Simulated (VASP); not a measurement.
# Pd (Im-3m) in VASP: notebook

Pd is run at these levels: PBE; tasks: single point.

All numbers are computed with VASP 6.6.1; they aren't measurements. Logs are shortened: lines on timing, memory, paths and dates and some standing lists are left out, and cuts for length are marked.

## (1) The cell of the first run

It takes space group Im-3m (No. 229, cubic). The conventional cell has a = 3.145 Å, b = 3.145 Å, c = 3.145 Å, α = 90.00°, β = 90.00°, γ = 90.00°. Within 3.6 Å of Pd (site symmetry m-3m) lie 14 Pd at 2.72 to 3.14 Å.

## (2) Single point, PBE

Input file INCAR:

```
PREC = Accurate ; ENCUT = 520
EDIFF = 1E-7 ; ISMEAR = 0
SIGMA = 0.011 ; LREAL = False
LASPH = True ; NELM = 80
ALGO = Fast ; ISIF = 2
LWAVE = False ; LCHARG = False
GGA = PE ; NBANDS = 11
```

Input file KPOINTS:

```
regular mesh
0
Gamma
  12 12 12
```

Input file POSCAR:

```
Pd
1.0
   -1.5722810000      1.5722810000      1.5722810000
    1.5722810000     -1.5722810000      1.5722810000
    1.5722810000      1.5722810000     -1.5722810000
Pd
1
Direct
    0.0000000000      0.0000000000      0.0000000000
```

Potentials or basis: VASP PAW PBE potentials, release 64 (Pd).

The run is started by

```sh
> cat potpaw_PBE.64/Pd/POTCAR > POTCAR
> mpirun -np 1 vasp_std > vasp.out
```

OUTCAR:

```text
PREC = Accurate
   ENCUT = 520
   EDIFF = 1E-7
   ISMEAR = 0
   LREAL = False
   LASPH = True
   NELM = 80
   ISIF = 2
   GGA = PE

 ion  position               nearest neighbor table
   1  0.000  0.000  0.000-

  LATTYP: Found a body centered cubic cell.
 ALAT       =     3.1445620000

  Lattice vectors:

 A1 = (  -1.5722810000,   1.5722810000,   1.5722810000)
 A2 = (   1.5722810000,  -1.5722810000,   1.5722810000)
 A3 = (   1.5722810000,   1.5722810000,  -1.5722810000)

Analysis of symmetry for initial positions (statically):
=====================================================================
 Subroutine PRICEL returns:
 Original cell was already a primitive cell.

 Routine SETGRP: Setting up the symmetry group for a
 body centered cubic supercell.

 Subroutine GETGRP returns: Found 48 space group operations
[... 9 lines left out ...]

 Routine SETGRP: Setting up the symmetry group for a
 body centered cubic supercell.

 Subroutine GETGRP returns: Found 48 space group operations
[... 11 lines left out ...]
                                     Primitive cell

  volume of cell :      15.5471

  direct lattice vectors                    reciprocal lattice vectors
    -1.572281000  1.572281000  1.572281000     0.000000000  0.318009313  0.318009313
     1.572281000 -1.572281000  1.572281000     0.318009313  0.000000000  0.318009313
     1.572281000  1.572281000 -1.572281000     0.318009313  0.318009313  0.000000000

  length of vectors
     2.723270576  2.723270576  2.723270576     0.449733083  0.449733083  0.449733083

  position of ions in fractional coordinates (direct lattice)
     0.000000000  0.000000000  0.000000000

  ion indices of the primitive-cell ions
   primitive index   ion index
                 1           1

----------------------------------------------------------------------------------------

 KPOINTS: regular mesh

Automatic generation of k-mesh.
 Grid dimensions read from file:
 generate k-points for:   12   12   12

 Generating k-lattice:

  Cartesian coordinates                     Fractional coordinates (reciprocal lattice)
     0.000000000  0.026500776  0.026500776     0.083333333  0.000000000  0.000000000
     0.026500776  0.000000000  0.026500776     0.000000000  0.083333333  0.000000000
     0.026500776  0.026500776  0.000000000     0.000000000  0.000000000  0.083333333

  Length of vectors
     0.037477757  0.037477757  0.037477757

  Shift w.r.t. Gamma in fractional coordinates (k-lattice)
     0.000000000  0.000000000  0.000000000

 Subroutine IBZKPT returns following result:
 ===========================================

 Found     72 irreducible k-points:

 Following reciprocal coordinates:
            Coordinates               Weight
  0.000000  0.000000  0.000000      1.000000
  0.083333  0.000000  0.000000     12.000000
  0.166667  0.000000  0.000000     12.000000
  0.250000  0.000000  0.000000     12.000000
  0.333333  0.000000  0.000000     12.000000
  0.416667  0.000000  0.000000     12.000000
[... 16 lines left out ...]
  0.333333  0.083333  0.083333     24.000000
  0.416667  0.083333  0.083333     12.000000
 [... further k-points ...]
   k-points           NKPTS =     72   k-points in BZ     NKDIM =     72   number of bands    NBANDS=     11
   number of dos      NEDOS =    301   number of ions     NIONS =      1
   total plane-waves  NPLWV =   8000
   dimension x,y,z NGX =    20 NGY =   20 NGZ =   20
   dimension x,y,z NGXF=    40 NGYF=   40 NGZF=   40
   ions per type =               1
   NGX,Y,Z   is equivalent  to a cutoff of  12.21, 12.21, 12.21 a.u.
   NGXF,Y,Z  is equivalent  to a cutoff of  24.42, 24.42, 24.42 a.u.
 SYSTEM =  unknown system
   PREC   = accura    normal or accurate (medium, high low for compatibility)
   ISTART =      0    job   : 0-new  1-cont  2-samecut
   ICHARG =      2    charge: 1-file 2-atom 10-const
   ISPIN  =      1    spin polarized calculation?
   LNONCOLLINEAR =      F non collinear calculations
   LSORBIT =      F    spin-orbit coupling
   LASPH  =      T    aspherical Exc in radial PAW
   ENCUT  =  520.0 eV  38.22 Ry    6.18 a.u.   5.06  5.06  5.06*2*pi/ulx,y,z
   NELM   =     80;   NELMIN=  2; NELMDL= -5     # of ELM steps
   EDIFF  = 0.1E-06   stopping-criterion for ELM
   LREAL  =      F    real-space projection
   EDIFFG = 0.1E-05   stopping-criterion for IOM
   NSW    =      0    number of steps for IOM
   IBRION =     -1    ionic relax: 0-MD 1-quasi-New 2-CG
   NFREE  =      0    steps in history (QN), initial steepest desc. (CG)
   ISIF   =      2    stress and relaxation
   ISYM   =      2    0-nonsym 1-usesym 2-fastsym
   POTIM  = 0.5000    time-step for ionic-motion
   TEBEG  =    0.0;   TEEND  =   0.0 temperature during run
   PSTRESS=    0.0 pullay stress
   NELECT =      10.0000    total number of electrons
   NUPDOWN=      -1.0000    fix difference up-down
   EMIN   =  10.00;   EMAX   =-10.00  energy-range for DOS
   EFERMI =   0.00;   METHOD = LEGACY
   ISMEAR =     0;   SIGMA  =   0.01  broadening in eV -4-tet -1-fermi 0-gaus
   EFERMI_NEDOS =   21; number of points for ismear=-14 and -15
   IALGO  =     68    algorithm
   IMIX   =      4    mixing-type and parameters
     AMIX     =   0.40;   BMIX     =  1.00
     AMIX_MAG =   1.60;   BMIX_MAG =  1.00
  volume/ion in A,a.u.               =      15.55       104.92
  Fermi-wavevector in a.u.,A,eV,Ry     =   1.413160  2.670485 27.171123  1.997021
  Thomas-Fermi vector in A             =   2.534834
   LORBIT       =      0    0 simple, 1 ext, 2 COOP (PROOUT), +10 PAW based schemes
   GGA     = PE    functional components
   LHFCALC =     F    Hartree Fock is set to
   AEXX    =    0.0000 exact exchange contribution
   IVDW    =     0    specifies the selected vdW correction
   LEPSILON=     F    determine dielectric tensor
   LRPA    =     F    only Hartree local field effects (RPA)
 non-spin polarized calculation
 RMM-DIIS sequential band-by-band and
 Gauss-broadening in eV      SIGMA  =   0.01
  energy-cutoff  :      520.00
  volume of cell :       15.55
 maximum number of plane-waves:       430
   NGX = 11   NGY = 11   NGZ = 11

 number of electron      10.0000005 magnetization

 Free energy of the ion-electron system (eV)
  ---------------------------------------------------
  ext. energy  EPLUGINS =         0.00000000
  ---------------------------------------------------
  free energy    TOTEN  =        -5.17511447 eV

  energy without entropy =       -5.17495458  energy(sigma->0) =       -5.17503453

 E-fermi :   8.8809     XC(G=0): -12.8543

 val. band max:        8.8776405803   @ k =  -0.4167   0.4167   0.3333
 cond. band min:       8.8881593653   @ k =  -0.4167   0.4167   0.4167
 fundamental gap:      0.0105187849
 Fermi energy:         8.8809286288

 k-point     1 :       0.0000    0.0000    0.0000
  band No.  band energies     occupation
      1       2.1887      2.00000
      2       6.1902      2.00000
      3       6.1902      2.00000
      4       6.1902      2.00000
      5       8.0303      2.00000
      6       8.0303      2.00000
      7      28.1921      0.00000
      8      28.1921      0.00000
      9      28.1921      0.00000
     10      36.2069      0.00000
     11      36.2085      0.00000

 k-point     2 :       0.0833    0.0000    0.0000
  band No.  band energies     occupation
      1       2.4419      2.00000
      2       6.1081      2.00000
      3       6.1938      2.00000
      4       6.3658      2.00000
      5       7.9377      2.00000
      6       8.0367      2.00000
      7      27.9610      0.00000
      8      28.2010      0.00000
      9      28.4831      0.00000
     10      34.2512      0.00000
     11      34.8807      0.00000

 k-point     3 :       0.1667    0.0000    0.0000
  band No.  band energies     occupation
      1       3.1318      2.00000
      2       5.8902      2.00000
      3       6.2089      2.00000
      4       6.8682      2.00000
      5       7.7733      2.00000
      6       8.0594      2.00000
      7      26.6778      0.00000
      8      27.7704      0.00000
      9      29.2834      0.00000
     10      33.1969      0.00000
     11      33.2387      0.00000

 k-point     4 :       0.2500    0.0000    0.0000
  band No.  band energies     occupation
      1       3.9196      2.00000
      2       5.6069      2.00000
      3       6.4683      2.00000
      4       7.6201      2.00000
      5       7.7312      2.00000
      6       8.1040      2.00000
      7      23.9738      0.00000
      8      26.5316      0.00000
      9      30.3863      0.00000
     10      30.9235      0.00000
     11      32.8881      0.00000

 k-point     5 :       0.3333    0.0000    0.0000
  band No.  band energies     occupation
      1       4.1823      2.00000
      2       5.3384      2.00000
      3       7.5388      2.00000
      4       7.8826      2.00000
      5       8.1649      2.00000
      6       8.4717      2.00000
      7      20.7750      0.00000
      8      25.1961      0.00000
      9      28.5546      0.00000
     10      31.4883      0.00000
     11      33.1906      0.00000
[... 211 lines left out ...]
 k-point    21 :       0.1667    0.0833    0.0833
  band No.  band energies     occupation
      1       4.3624      2.00000
      2       5.5508      2.00000
      3       5.8117      2.00000
      4       7.8591      2.00000
      5       8.0577      2.00000
      6       8.5082      2.00000
      7      24.1504      0.00000
      8      25.4039      0.00000
      9      26.9825      0.00000
     10      30.4592      0.00000
     11      36.3550      0.00000

 k-point    22 :       0.2500    0.0833    0.0833
  band No.  band energies     occupation
      1       4.5981      2.00000
      2       5.3045      2.00000
      3       6.5061      2.00000
      4       7.9112      2.00000
      5       8.1624      2.00000
      6       9.8300      0.00000
      7      20.9403      0.00000
      8      24.2676      0.00000
      9      25.4398      0.00000
     10      31.6711      0.00000
     11      36.1892      0.00000

 k-point    23 :       0.3333    0.0833    0.0833
  band No.  band energies     occupation
      1       4.4494      2.00000
      2       5.1427      2.00000
      3       7.4926      2.00000
      4       7.9995      2.00000
      5       8.2305      2.00000
      6      11.3778      0.00000
      7      17.9849      0.00000
      8      23.4791      0.00000
      9      24.3765      0.00000
     10      32.6255      0.00000
     11      35.8797      0.00000

 k-point    24 :       0.4167    0.0833    0.0833
  band No.  band energies     occupation
      1       4.3705      2.00000
      2       5.0866      2.00000
      3       7.9234      2.00000
      4       8.0365      2.00000
      5       8.2547      2.00000
      6      12.4229      0.00000
      7      16.4282      0.00000
      8      23.1996      0.00000
      9      23.9693      0.00000
     10      32.9724      0.00000
     11      35.9283      0.00000

 [... further k-points ...]
[... 5 lines left out ...]
  --------------------------------------------------------------------------------------
  -------------------------------------------------------------------------------------
  Total       -0.1467553     -0.1467553     -0.1467553     -0.0000000      0.0000000     -0.0000000
  in kB      -15.1235505    -15.1235505    -15.1235505     -0.0000000      0.0000000     -0.0000000
  external PRESSURE =     -15.1235505 kB  Pullay stress =       0.0000000 kB

 VOLUME and BASIS-vectors are now :
 -----------------------------------------------------------------------------
  energy-cutoff  :      520.00
  volume of cell :       15.55
      direct lattice vectors                 reciprocal lattice vectors
    -1.572281000  1.572281000  1.572281000     0.000000000  0.318009313  0.318009313
     1.572281000 -1.572281000  1.572281000     0.318009313  0.000000000  0.318009313
     1.572281000  1.572281000 -1.572281000     0.318009313  0.318009313  0.000000000

 POSITION                                       TOTAL-FORCE (eV/Angst)
 -----------------------------------------------------------------------------------
      0.00000      0.00000      0.00000         0.000000      0.000000      0.000000
 -----------------------------------------------------------------------------------
    total drift:                               -0.000000     -0.000000      0.000000

  FREE ENERGIE OF THE ION-ELECTRON SYSTEM (eV)
  ---------------------------------------------------
  free  energy   TOTEN  =        -5.1751144744 eV

  energy  without entropy=       -5.1749545777  energy(sigma->0) =       -5.17503453
```

It took 22 s on 1 thread of AMD EPYC 7R13, shared host; peak memory 0.1 GiB.

Results:

| Property | Result |
| --- | --- |
| Free energy | -5.1751 eV |
| Pressure | -1.5 GPa |
| Band gap on the k mesh | zero (band 5 reaches 9.47 eV, above the bottom of band 6 at 7.92 eV) |

## (3) Single point, PBE

This run uses another cell than the first one, of 15.44 Å³/atom, 0.993 times its volume.

Input file INCAR:

```
SYSTEM = Pd
  PREC = Accurate
  ENCUT = 520
  EDIFF = 1E-7
  ISMEAR = -1
  SIGMA = 0.05
  LREAL = .FALSE.
  LASPH = .TRUE.
  NELM = 80
  ALGO = Normal
  ISIF = 2
  LWAVE = .FALSE.
  LCHARG = .FALSE.
  GGA = PE
  NBANDS = 11
```

Input file KPOINTS:

```
regular mesh
0
G
  12 12 12
  0 0 0
```

Input file POSCAR:

```
Pd
1.0
   -1.5686900319      1.5686900319      1.5686900319
    1.5686900319     -1.5686900319      1.5686900319
    1.5686900319      1.5686900319     -1.5686900319
Pd
1
Direct
    0.0000000000      0.0000000000      0.0000000000
```

Potentials or basis: VASP PAW PBE potentials, release 64 (Pd).

The run is started by

```sh
> cat potpaw_PBE.64/Pd/POTCAR > POTCAR
> mpirun -np 1 vasp_std > vasp.out
```

OUTCAR:

```text
SYSTEM = Pd
   PREC = Accurate
   ENCUT = 520
   EDIFF = 1E-7
   ISMEAR = -1
   LREAL = .FALSE.
   LASPH = .TRUE.
   NELM = 80
   ISIF = 2
   GGA = PE

 ion  position               nearest neighbor table
   1  0.000  0.000  0.000-

  LATTYP: Found a body centered cubic cell.
 ALAT       =     3.1373800638

  Lattice vectors:

 A1 = (  -1.5686900319,   1.5686900319,   1.5686900319)
 A2 = (   1.5686900319,  -1.5686900319,   1.5686900319)
 A3 = (   1.5686900319,   1.5686900319,  -1.5686900319)

Analysis of symmetry for initial positions (statically):
=====================================================================
 Subroutine PRICEL returns:
 Original cell was already a primitive cell.

 Routine SETGRP: Setting up the symmetry group for a
 body centered cubic supercell.

 Subroutine GETGRP returns: Found 48 space group operations
[... 9 lines left out ...]

 Routine SETGRP: Setting up the symmetry group for a
 body centered cubic supercell.

 Subroutine GETGRP returns: Found 48 space group operations
[... 11 lines left out ...]
                                     Primitive cell

  volume of cell :      15.4409

[... 132 lines left out ...]

 E-fermi :   9.0123     XC(G=0): -12.8960

 val. band max:        9.0017190013   @ k =  -0.2500   0.2500   0.1667
 cond. band min:       9.0852473559   @ k =  -0.4167   0.4167   0.2500
 fundamental gap:      0.0835283546
 Fermi energy:         9.0122786705

 k-point     1 :       0.0000    0.0000    0.0000
  band No.  band energies     occupation
      1       2.2474      2.00000
      2       6.2716      2.00000
      3       6.2716      2.00000
      4       6.2716      2.00000
      5       8.1322      2.00000
      6       8.1322      2.00000
      7      28.3189      0.00000
      8      28.3189      0.00000
      9      28.3189      0.00000
     10      35.6217      0.00000
     11      36.4086      0.00000
[... 309 lines left out ...]
 k-point    24 :       0.4167    0.0833    0.0833
  band No.  band energies     occupation
      1       4.4331      2.00000
      2       5.1555      2.00000
      3       8.0196      2.00000
      4       8.1391      2.00000
      5       8.3602      2.00000
      6      12.5444      0.00000
      7      16.5914      0.00000
      8      23.3424      0.00000
      9      24.1446      0.00000
     10      33.1623      0.00000
     11      35.9596      0.00000

 [... further k-points ...]
[... 5 lines left out ...]
  --------------------------------------------------------------------------------------
  -------------------------------------------------------------------------------------
  Total       -0.0306307     -0.0306307     -0.0306307      0.0000000      0.0000000     -0.0000000
  in kB       -3.1783117     -3.1783117     -3.1783117      0.0000000      0.0000000     -0.0000000
  external PRESSURE =      -3.1783117 kB  Pullay stress =       0.0000000 kB

 VOLUME and BASIS-vectors are now :
 -----------------------------------------------------------------------------
  energy-cutoff  :      520.00
  volume of cell :       15.44
      direct lattice vectors                 reciprocal lattice vectors
    -1.568690032  1.568690032  1.568690032     0.000000000  0.318737284  0.318737284
     1.568690032 -1.568690032  1.568690032     0.318737284  0.000000000  0.318737284
     1.568690032  1.568690032 -1.568690032     0.318737284  0.318737284  0.000000000

 POSITION                                       TOTAL-FORCE (eV/Angst)
 -----------------------------------------------------------------------------------
      0.00000      0.00000      0.00000         0.000000      0.000000      0.000000
 -----------------------------------------------------------------------------------
    total drift:                                0.000000     -0.000000      0.000000

  FREE ENERGIE OF THE ION-ELECTRON SYSTEM (eV)
  ---------------------------------------------------
  free  energy   TOTEN  =        -5.1811498166 eV

  energy  without entropy=       -5.1707975559  energy(sigma->0) =       -5.17597369
```

OSZICAR:

```text
N       E                     dE             d eps       ncg     rms          rms(c)
DAV:   1     0.416028758679E+02    0.41603E+02   -0.51705E+03  1600   0.847E+02
DAV:   2    -0.484999771292E+01   -0.46453E+02   -0.44564E+02  1802   0.178E+02
DAV:   3    -0.543390177451E+01   -0.58390E+00   -0.58328E+00  1845   0.214E+01
DAV:   4    -0.543671147286E+01   -0.28097E-02   -0.28095E-02  1899   0.156E+00
DAV:   5    -0.543674611806E+01   -0.34645E-04   -0.34646E-04  2009   0.155E-01    0.671E+00
DAV:   6    -0.519197730551E+01    0.24477E+00   -0.10572E+00  1905   0.827E+00    0.330E+00
DAV:   7    -0.518427170743E+01    0.77056E-02   -0.68666E-03  1998   0.659E-01    0.180E+00
DAV:   8    -0.518114444226E+01    0.31273E-02   -0.96763E-04  1935   0.214E-01    0.472E-02
DAV:   9    -0.518114649351E+01   -0.20513E-05   -0.76496E-06  2050   0.240E-02    0.124E-02
DAV:  10    -0.518114996300E+01   -0.34695E-05   -0.14243E-06  1946   0.114E-02    0.146E-03
DAV:  11    -0.518114984797E+01    0.11503E-06   -0.20600E-08  1580   0.105E-03    0.232E-04
DAV:  12    -0.518114981657E+01    0.31403E-07   -0.25656E-09  1251   0.479E-04
   1 F= -.51811498E+01 E0= -.51759737E+01  d E =-.103523E-01
```

Run time: 20 s. Hardware: 1 thread of AMD EPYC 7R13, shared host; peak memory 0.1 GiB.

Results:

```
Free energy            : -5.1811 eV
Pressure               : -0.3 GPa
Band gap on the k mesh : zero (band 5 reaches 9.59 eV, above the bottom of band 6 at 8.02 eV)
```
